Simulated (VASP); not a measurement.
# AlGa7N8 (P1) in VASP: relaxation of volume and atoms at fixed shape with PBEsol

Aim: the relaxation of volume and atoms at fixed shape of AlGa7N8 with PBEsol.

All numbers are computed with VASP 6.6.1; they aren't measurements. Logs are shortened: lines on timing, memory, paths and dates and some standing lists are left out, and cuts for length are marked.

### Step 1. The cell of the first run

The typed cell holds 64 atoms: a = 8.967 Å, b = 8.967 Å, c = 8.967 Å, α = 90.00°, β = 90.00°, γ = 90.00°.

### Step 2. Relaxation of volume and atoms at fixed shape, PBEsol

File INCAR:

```
PREC = Accurate ; ENCUT = 700
EDIFF = 1E-7 ; ISMEAR = -1
SIGMA = 0.05 ; LREAL = Auto
LASPH = T ; NELM = 120
ALGO = Normal ; ISIF = 8
LWAVE = F ; LCHARG = F
GGA = PS ; IBRION = 2
NSW = 100 ; EDIFFG = -0.03
ISYM = -1 ; GGA_COMPAT = F
NELMIN = 4 ; KPAR = 1
```

File KPOINTS:

```
explicit points
1
Reciprocal
  0.25000000   0.25000000   0.25000000 1
```

File POSCAR:

```
AlGa7N8
1.0
    8.9673460000      0.0000000000      0.0000000000
    0.0000000000      8.9673460000      0.0000000000
    0.0000000000      0.0000000000      8.9673460000
Ga Al N
28 4 32
Direct
    0.9996770000      0.0038000000      0.9986500000
    0.0026150000      0.0006480000      0.4983850000
    0.0001420000      0.4986410000      0.0018540000
    0.5003220000      0.9994810000      0.0024890000
    0.5014550000      0.0027060000      0.4999260000
    0.4991610000      0.4983270000      0.9989860000
    0.4979730000      0.5028640000      0.5022230000
    0.2519650000      0.2491740000      0.9976110000
    0.2488470000      0.2493150000      0.4969410000
    0.2504770000      0.7560400000      0.9973690000
    0.2528470000      0.7506120000      0.5024750000
    0.7479790000      0.2496210000      0.0002030000
    0.7478610000      0.2502550000      0.4960090000
    0.7481590000      0.7466850000      0.9981380000
    0.7524610000      0.7525310000      0.4995090000
    0.2472000000      0.9980170000      0.7516190000
    0.2490650000      0.5021780000      0.2505590000
    0.2492730000      0.4989840000      0.7523330000
    0.7491540000      0.9981250000      0.7476020000
    0.7514000000      0.5001890000      0.2519730000
    0.7475400000      0.5011400000      0.7468780000
    0.0004710000      0.2517980000      0.2457030000
    0.0048130000      0.2509950000      0.7501590000
    0.9987730000      0.7498490000      0.7504700000
    0.5029770000      0.2481810000      0.2528630000
    0.4990870000      0.2469150000      0.7510650000
    0.5002380000      0.7496530000      0.2518770000
    0.5021400000      0.7501290000      0.7527920000
    0.0000940000      0.5033090000      0.4999540000
    0.2466460000      0.0002030000      0.2474020000
    0.7486960000      0.0009130000      0.2503050000
    0.0012370000      0.7507580000      0.2505790000
    0.1239260000      0.1233950000      0.1255650000
    0.1273030000      0.1231740000      0.6247160000
    0.1247930000      0.6235350000      0.1278070000
    0.1217770000      0.6268800000      0.6230120000
    0.6269850000      0.1256160000      0.1222830000
    0.6238280000      0.1215650000      0.6203670000
    0.6218740000      0.6242150000      0.1253080000
    0.6238960000      0.6236800000      0.6262680000
    0.3747260000      0.3773040000      0.1246320000
    0.3750710000      0.3732170000      0.6234750000
    0.3768640000      0.8784810000      0.1252660000
    0.3713710000      0.8758400000      0.6284560000
    0.8781240000      0.3741740000      0.1258230000
    0.8752340000      0.3760940000      0.6258510000
    0.8771220000      0.8772600000      0.1212530000
    0.8776190000      0.8751460000      0.6235060000
    0.3758520000      0.1254590000      0.3772150000
    0.3742910000      0.1226190000      0.8714260000
    0.3760010000      0.6237840000      0.3776050000
    0.3759150000      0.6284600000      0.8729780000
    0.8747210000      0.1263050000      0.3780050000
    0.8773550000      0.1237730000      0.8750040000
    0.8746480000      0.6233980000      0.3715100000
    0.8722000000      0.6217060000      0.8751840000
    0.1256660000      0.3769290000      0.3762240000
    0.1258920000      0.3806160000      0.8766040000
    0.1251190000      0.8769160000      0.3773340000
    0.1285890000      0.8755880000      0.8762700000
    0.6260110000      0.3766960000      0.3760840000
    0.6263970000      0.3789080000      0.8774520000
    0.6233680000      0.8727620000      0.3716270000
    0.6251310000      0.8743490000      0.8750730000
```

Potentials or basis: VASP PAW PBE potentials, release 64 (Ga_d, Al, N).

Started as:

```console
$ cat potpaw_PBE.64/Ga_d/POTCAR potpaw_PBE.64/Al/POTCAR potpaw_PBE.64/N/POTCAR > POTCAR
$ mpirun -np 4 vasp_std > vasp.out
```

OUTCAR:

```text
PREC = Accurate
   ENCUT = 700
   EDIFF = 1E-7
   ISMEAR = -1
   LREAL = Auto
   LASPH = T
   NELM = 120
   ISIF = 8
   GGA = PS
   IBRION = 2
   NSW = 100
   EDIFFG = -0.03
   ISYM = -1
   NELMIN = 4

 ion  position               nearest neighbor table
   1  1.000  0.004  0.999-  54 1.89  33 1.92  47 1.92  60 1.97
   2  0.003  0.001  0.498-  59 1.90  34 1.93  53 1.94  48 1.94  30 3.14
   3  0.000  0.499  0.002-  58 1.91  45 1.92  35 1.94  56 1.96
   4  0.500  0.999  0.002-  43 1.90  37 1.93  64 1.95  50 1.97
   5  0.501  0.003  0.500-  38 1.87  49 1.92  63 1.97  44 2.00
   6  0.499  0.498  0.999-  62 1.91  41 1.92  39 1.94  52 1.96
   7  0.498  0.503  0.502-  51 1.90  40 1.92  42 1.94  61 1.97
   8  0.252  0.249  0.998-  50 1.94  41 1.96  58 1.96  33 1.98
   9  0.249  0.249  0.497-  49 1.92  57 1.92  34 1.94  42 1.95
  10  0.250  0.756  0.997-  60 1.88  43 1.95  52 1.95  35 2.01  30 3.13
  11  0.253  0.751  0.502-  44 1.91  51 1.94  36 1.94  59 1.96
  12  0.748  0.250  0.000-  37 1.90  62 1.94  45 1.97  54 1.97
  13  0.748  0.250  0.496-  61 1.91  53 1.91  38 1.95  46 1.98  31 3.14
  14  0.748  0.747  0.998-  56 1.93  64 1.94  39 1.95  47 1.98
  15  0.752  0.753  0.500-  48 1.92  63 1.95  55 1.96  40 1.99
  16  0.247  0.998  0.752-  60 1.89  44 1.91  50 1.92  34 1.93
  17  0.249  0.502  0.251-  35 1.91  57 1.94  51 1.94  41 1.95
  18  0.249  0.499  0.752-  58 1.90  52 1.95  42 1.97  36 1.99
  19  0.749  0.998  0.748-  64 1.94  48 1.94  38 1.95  54 1.97
  20  0.751  0.500  0.252-  55 1.90  61 1.93  45 1.96  39 1.97
  21  0.748  0.501  0.747-  40 1.90  56 1.93  46 1.94  62 1.94
  22  0.000  0.252  0.246-  45 1.89  33 1.93  57 1.97  53 1.99
  23  0.005  0.251  0.750-  34 1.95  58 1.95  46 1.96  54 1.97
  24  0.999  0.750  0.750-  36 1.93  48 1.93  56 1.96  60 1.97
  25  0.503  0.248  0.253-  49 1.94  61 1.94  37 1.95  41 2.00  31 3.13
  26  0.499  0.247  0.751-  50 1.91  42 1.96  38 1.97  62 2.00
  27  0.500  0.750  0.252-  63 1.89  39 1.93  51 1.95  43 1.96
  28  0.502  0.750  0.753-  52 1.91  64 1.91  40 1.94  44 1.97
  29  0.000  0.503  0.500-  36 1.91  55 1.94  57 1.95  46 1.96  32 3.15
  30  0.247  0.000  0.247-  33 1.90  43 1.94  59 1.94  49 1.99  10 3.13  32 3.14   2 3.14
  31  0.749  0.001  0.250-  37 1.94  63 1.94  53 1.96  47 1.97  25 3.13  13 3.14  32 3.19
  32  0.001  0.751  0.251-  35 1.93  55 1.94  59 1.95  47 1.97  30 3.14  29 3.15  31 3.19
  33  0.124  0.123  0.126-  30 1.90   1 1.92  22 1.93   8 1.98
  34  0.127  0.123  0.625-  16 1.93   2 1.93   9 1.94  23 1.95
  35  0.125  0.624  0.128-  17 1.91  32 1.93   3 1.94  10 2.01
  36  0.122  0.627  0.623-  29 1.91  24 1.93  11 1.94  18 1.99
  37  0.627  0.126  0.122-  12 1.90   4 1.93  31 1.94  25 1.95
  38  0.624  0.122  0.620-   5 1.87  19 1.95  13 1.95  26 1.97
[... 24 lines left out ...]
  63  0.623  0.873  0.372-  27 1.89  31 1.94  15 1.95   5 1.97
  64  0.625  0.874  0.875-  28 1.91  14 1.94  19 1.94   4 1.95

IMPORTANT INFORMATION: All symmetrisations will be switched off!
NOSYMM: (Re-)initialisation of all symmetry stuff for point group C_1.

----------------------------------------------------------------------------------------

                                     Primitive cell

  volume of cell :     721.0938

  direct lattice vectors                    reciprocal lattice vectors
     8.967346000  0.000000000  0.000000000     0.111515715  0.000000000  0.000000000
     0.000000000  8.967346000  0.000000000     0.000000000  0.111515715  0.000000000
     0.000000000  0.000000000  8.967346000     0.000000000  0.000000000  0.111515715

  length of vectors
     8.967346000  8.967346000  8.967346000     0.111515715  0.111515715  0.111515715

  position of ions in fractional coordinates (direct lattice)
     0.999677000  0.003800000  0.998650000
     0.002615000  0.000648000  0.498385000
     0.000142000  0.498641000  0.001854000
     0.500322000  0.999481000  0.002489000
     0.501455000  0.002706000  0.499926000
     0.499161000  0.498327000  0.998986000
[... 56 lines left out ...]
     0.623368000  0.872762000  0.371627000
     0.625131000  0.874349000  0.875073000

  ion indices of the primitive-cell ions
   primitive index   ion index
                 1           1
                 2           2
                 3           3
                 4           4
                 5           5
                 6           6
[... 56 lines left out ...]
                63          63
                64          64

----------------------------------------------------------------------------------------

 KPOINTS: explicit points

Read explicit list of k-points.

 Found      1 k-points:

 Following reciprocal coordinates:
            Coordinates               Weight
  0.250000  0.250000  0.250000      1.000000
   k-points           NKPTS =      1   k-points in BZ     NKDIM =      1   number of bands    NBANDS=    324
   number of dos      NEDOS =    301   number of ions     NIONS =     64
   total plane-waves  NPLWV = 512000
   dimension x,y,z NGX =    80 NGY =   80 NGZ =   80
   dimension x,y,z NGXF=   160 NGYF=  160 NGZF=  160
   ions per type =              28   4  32
   NGX,Y,Z   is equivalent  to a cutoff of  14.83, 14.83, 14.83 a.u.
   NGXF,Y,Z  is equivalent  to a cutoff of  29.66, 29.66, 29.66 a.u.
 SYSTEM =  unknown system
   PREC   = accura    normal or accurate (medium, high low for compatibility)
   ISTART =      0    job   : 0-new  1-cont  2-samecut
   ICHARG =      2    charge: 1-file 2-atom 10-const
   ISPIN  =      1    spin polarized calculation?
   LNONCOLLINEAR =      F non collinear calculations
   LSORBIT =      F    spin-orbit coupling
   LASPH  =      T    aspherical Exc in radial PAW
   ENCUT  =  700.0 eV  51.45 Ry    7.17 a.u.  19.35 19.35 19.35*2*pi/ulx,y,z
   NELM   =    120;   NELMIN=  4; NELMDL= -5     # of ELM steps
   EDIFF  = 0.1E-06   stopping-criterion for ELM
   LREAL  =      T    real-space projection
   EDIFFG = -.3E-01   stopping-criterion for IOM
   NSW    =    100    number of steps for IOM
   IBRION =      2    ionic relax: 0-MD 1-quasi-New 2-CG
   NFREE  =      1    steps in history (QN), initial steepest desc. (CG)
   ISIF   =      8    stress and relaxation
   ISYM   =     -1    0-nonsym 1-usesym 2-fastsym
   POTIM  = 0.5000    time-step for ionic-motion
   TEBEG  =    0.0;   TEEND  =   0.0 temperature during run
   PSTRESS=    0.0 pullay stress
   NELECT =     536.0000    total number of electrons
   NUPDOWN=      -1.0000    fix difference up-down
   EMIN   =  10.00;   EMAX   =-10.00  energy-range for DOS
   EFERMI =   0.00;   METHOD = LEGACY
   ISMEAR =    -1;   SIGMA  =   0.05  broadening in eV -4-tet -1-fermi 0-gaus
   EFERMI_NEDOS =   21; number of points for ismear=-14 and -15
   IALGO  =     38    algorithm
   IMIX   =      4    mixing-type and parameters
     AMIX     =   0.40;   BMIX     =  1.00
     AMIX_MAG =   1.60;   BMIX_MAG =  1.00
  volume/ion in A,a.u.               =      11.27        76.03
  Fermi-wavevector in a.u.,A,eV,Ry     =   1.482970  2.802408 29.921951  2.199201
  Thomas-Fermi vector in A             =   2.596690
   LORBIT       =      0    0 simple, 1 ext, 2 COOP (PROOUT), +10 PAW based schemes
   GGA     = PS    functional components
   LHFCALC =     F    Hartree Fock is set to
   AEXX    =    0.0000 exact exchange contribution
   IVDW    =     0    specifies the selected vdW correction
   LEPSILON=     F    determine dielectric tensor
   LRPA    =     F    only Hartree local field effects (RPA)
 conjugate gradient relaxation of ions
 non-spin polarized calculation
  energy-cutoff  :      700.00
  volume of cell :      721.09
 maximum number of plane-waves:     30343
 NGX is ok and might be reduce to    80
   NGX = 39   NGY = 39   NGZ = 39

--------------------------------------- Ionic step        1  -------------------------------------------

 number of electron     536.0000015 magnetization

 Free energy of the ion-electron system (eV)
  ---------------------------------------------------
  ext. energy  EPLUGINS =         0.00000000
  ---------------------------------------------------
  free energy    TOTEN  =      -429.01270765 eV

  energy without entropy =     -429.01270765  energy(sigma->0) =     -429.01270765

------------------------ aborting loop because EDIFF is reached ----------------------------------------

  FORCE on cell =-STRESS in cart. coord.  units (eV):
  Direction    XX          YY          ZZ          XY          YZ          ZX
  --------------------------------------------------------------------------------------
  -------------------------------------------------------------------------------------
  Total        0.2044935      0.1024667     -0.0872941     -1.7838673     -2.3716484     -1.1344334
  in kB        0.4543582      0.2276678     -0.1939561     -3.9635226     -5.2694963     -2.5205644
  external PRESSURE =       0.1626899 kB  Pullay stress =       0.0000000 kB
[... 275 lines left out ...]
  FREE ENERGIE OF THE ION-ELECTRON SYSTEM (eV)
  ---------------------------------------------------
  free  energy   TOTEN  =      -429.8831753343 eV

  energy  without entropy=     -429.8831753343  energy(sigma->0) =     -429.88317533

[... ionic steps 4 to 9 ...]

--------------------------------------- Ionic step       10  -------------------------------------------

 number of electron     536.0000090 magnetization

------------------------ aborting loop because EDIFF is reached ----------------------------------------
[... 191 lines left out ...]
--------------------------------------- Ionic step       12  -------------------------------------------

 number of electron     536.0000091 magnetization

 Free energy of the ion-electron system (eV)
  ---------------------------------------------------
  ext. energy  EPLUGINS =         0.00000000
  ---------------------------------------------------
  free energy    TOTEN  =      -430.00554731 eV

  energy without entropy =     -430.00554731  energy(sigma->0) =     -430.00554731

 E-fermi :   6.4599     XC(G=0): -11.8496

 val. band max:        5.1697052002   @ k =   0.2500   0.2500   0.2500
 cond. band min:       8.4037014108   @ k =   0.2500   0.2500   0.2500
 fundamental gap:      3.2339962106
 Fermi energy:         6.4599236785

 k-point     1 :       0.2500    0.2500    0.2500
  band No.  band energies     occupation
      1     -10.3956      2.00000
      2     -10.0317      2.00000
      3     -10.0066      2.00000
      4      -9.9913      2.00000
      5      -9.8043      2.00000
      6      -9.7787      2.00000
[... 272 lines left out ...]
    279      10.2058      0.00000
    280      10.5103      0.00000
 [bands above 280 left out]

------------------------ aborting loop because EDIFF is reached ----------------------------------------

  FORCE on cell =-STRESS in cart. coord.  units (eV):
  Direction    XX          YY          ZZ          XY          YZ          ZX
  --------------------------------------------------------------------------------------
  -------------------------------------------------------------------------------------
  Total        0.1467433      0.1731433     -0.0199635     -1.6134348     -1.6366736     -1.6261852
  in kB        0.3268164      0.3856128     -0.0444612     -3.5933305     -3.6450863     -3.6217273
  external PRESSURE =       0.2226560 kB  Pullay stress =       0.0000000 kB
[... 79 lines left out ...]
  FREE ENERGIE OF THE ION-ELECTRON SYSTEM (eV)
  ---------------------------------------------------
  free  energy   TOTEN  =      -430.0055473063 eV

  energy  without entropy=     -430.0055473063  energy(sigma->0) =     -430.00554731

 reached required accuracy - stopping structural energy minimisation
```

It took 61 min on 4 MPI ranks of AMD EPYC 7R13 (Zen 3), shared host; peak memory 0.45 GiB.

Results:

- Free energy: -430.0055 eV
- Relaxed volume: 11.24 Å³/atom
- Relaxed cell: a = 8.960 Å, b = 8.960 Å, c = 8.960 Å, α = 90.00°, β = 90.00°, γ = 90.00°
- Space group after relaxing (to 0.1 Å): P1 (No. 1)
- Energy gained by relaxing: 15.5 meV/atom
- Ionic steps: 12
- Pressure after relaxing: 0.0 GPa
- Largest force after relaxing: 0.023 eV/Å
- Band gap on the k mesh: 3.23 eV

Forces on the atoms (eV/Å):
```
Ga   0.002 -0.005  0.007
Ga  -0.004  0.002 -0.003
Ga  -0.004  0.000 -0.010
Ga  -0.012  0.003  0.000
Ga  -0.001  0.003  0.005
Ga   0.007  0.010  0.004
Ga  -0.005  0.001  0.002
Ga   0.004  0.004 -0.008
Ga  -0.001  0.000 -0.003
Ga   0.008 -0.005 -0.003
Ga   0.013 -0.002 -0.002
Ga  -0.010 -0.003  0.006
Ga  -0.005  0.000  0.010
Ga   0.008  0.004 -0.009
Ga   0.002  0.005  0.006
Ga   0.000  0.004 -0.005
Ga   0.000 -0.003 -0.003
Ga   0.004 -0.009 -0.007
Ga  -0.006  0.000 -0.002
Ga   0.008  0.003  0.003
Ga   0.004 -0.002 -0.002
Ga   0.004 -0.003  0.004
Ga  -0.006 -0.007  0.003
Ga   0.008  0.004 -0.004
Ga  -0.006 -0.008 -0.001
Ga   0.003  0.008 -0.002
Ga  -0.002  0.005  0.003
Ga  -0.006 -0.003 -0.002
Al  -0.001 -0.005  0.011
Al  -0.004 -0.008  0.003
Al  -0.004 -0.002 -0.003
Al  -0.002 -0.003 -0.002
N    0.012  0.006 -0.007
N   -0.001  0.002 -0.002
N   -0.001 -0.004 -0.006
N    0.002 -0.003  0.001
N   -0.010 -0.010 -0.008
N   -0.007  0.011  0.018
N    0.003  0.008 -0.011
N   -0.007 -0.008  0.001
N    0.003  0.001 -0.015
N    0.010  0.001  0.008
N    0.004  0.004 -0.013
N    0.002 -0.003  0.000
N    0.002 -0.004 -0.011
N   -0.003 -0.002  0.014
N   -0.005 -0.001  0.002
N   -0.003 -0.002  0.004
N    0.006 -0.001  0.007
N    0.008  0.014 -0.008
N    0.006 -0.003 -0.008
N   -0.004 -0.010 -0.004
N   -0.009  0.003  0.008
N   -0.010 -0.003  0.007
N    0.001 -0.002  0.013
N    0.001  0.003 -0.005
N    0.003  0.001  0.011
N    0.004  0.004 -0.007
N    0.000 -0.005  0.001
N    0.008 -0.001  0.001
N   -0.005  0.001  0.001
N    0.006  0.006  0.003
N    0.001  0.002  0.005
N   -0.013  0.006  0.005
```

Stress tensor (GPa, compression positive):
```
 0.03 -0.36 -0.36
-0.36  0.04 -0.36
-0.36 -0.36  0.00
```

The path:
```
step  energy change (eV)  largest force (eV/Å)  pressure (GPa)  volume (Å³)
   1              0.0000                1.5130            0.02       721.09
   2             -0.8306                0.7835           -0.41       721.21
   3             -0.8705                0.5764           -0.42       721.19
   4             -0.9601                0.2259            0.35       718.20
   5             -0.9601                0.2264            0.35       718.18
   6             -0.9839                0.0922           -0.11       719.90
   7             -0.9839                0.0945           -0.12       719.93
   8             -0.9896                0.0497            0.02       719.40
   9             -0.9898                0.0517            0.06       719.27
  10             -0.9919                0.0328           -0.01       719.51
  11             -0.9921                0.0328           -0.04       719.61
  12             -0.9928                0.0226            0.02       719.39
```

Final structure:
```
CELL_PARAMETERS angstrom
8.96028 0.00000 0.00000
0.00000 8.96028 0.00000
0.00000 0.00000 8.96028
ATOMIC_POSITIONS crystal
Ga 0.99999 0.99980 0.00220
Ga 0.00030 0.99964 0.49743
Ga 0.00048 0.50109 0.00109
Ga 0.50039 0.00025 0.00169
Ga 0.50001 0.00007 0.49804
Ga 0.49998 0.50034 0.00027
Ga 0.50025 0.50053 0.49969
Ga 0.24981 0.24950 0.00108
Ga 0.24947 0.25022 0.49873
Ga 0.24945 0.75114 0.00168
Ga 0.24815 0.75059 0.49843
Ga 0.75039 0.24977 0.00084
Ga 0.75121 0.25000 0.49896
Ga 0.75112 0.75107 0.00185
Ga 0.75175 0.75046 0.49801
Ga 0.24967 0.00013 0.74983
Ga 0.24862 0.50101 0.25073
Ga 0.24925 0.50071 0.74922
Ga 0.75063 0.00021 0.74973
Ga 0.75159 0.50110 0.25083
Ga 0.75091 0.50027 0.74923
Ga 0.00026 0.24951 0.25068
Ga 0.00016 0.25106 0.74905
Ga 0.00008 0.74962 0.74921
Ga 0.50022 0.24900 0.25015
Ga 0.50003 0.24981 0.74962
Ga 0.50004 0.75153 0.25021
Ga 0.50028 0.75067 0.74982
Al 0.99977 0.50092 0.49858
Al 0.24911 0.99946 0.24999
Al 0.75084 0.99947 0.24969
Al 0.99992 0.75103 0.25053
N 0.12782 0.12271 0.12848
N 0.12457 0.12476 0.62397
N 0.12200 0.62880 0.12824
N 0.12189 0.62259 0.62134
N 0.62869 0.12231 0.12820
N 0.62523 0.12511 0.62404
N 0.62508 0.62538 0.12568
N 0.62583 0.62602 0.62405
N 0.37465 0.37543 0.12584
N 0.37487 0.37499 0.62442
N 0.37239 0.87837 0.12826
N 0.37454 0.87498 0.62393
N 0.87559 0.37508 0.12532
N 0.87810 0.37832 0.62110
N 0.87550 0.87523 0.13153
N 0.87572 0.87547 0.62431
N 0.37131 0.12218 0.37157
N 0.37526 0.12479 0.87543
N 0.37525 0.62571 0.37492
N 0.37430 0.62590 0.87531
N 0.87220 0.12213 0.37159
N 0.87588 0.12524 0.87516
N 0.88165 0.62589 0.37459
N 0.87500 0.62554 0.87554
N 0.12181 0.37787 0.37756
N 0.12511 0.37533 0.87574
N 0.12498 0.87532 0.36865
N 0.12434 0.87502 0.87503
N 0.62529 0.37533 0.37468
N 0.62541 0.37492 0.87483
N 0.62850 0.87788 0.37191
N 0.62552 0.87531 0.87572
```

Caveat: the PAW data sets were made with another functional, which shifts forces and pressure a little; a shifted mesh leaves out Γ, where band edges can lie. A k mesh can miss the band edges.
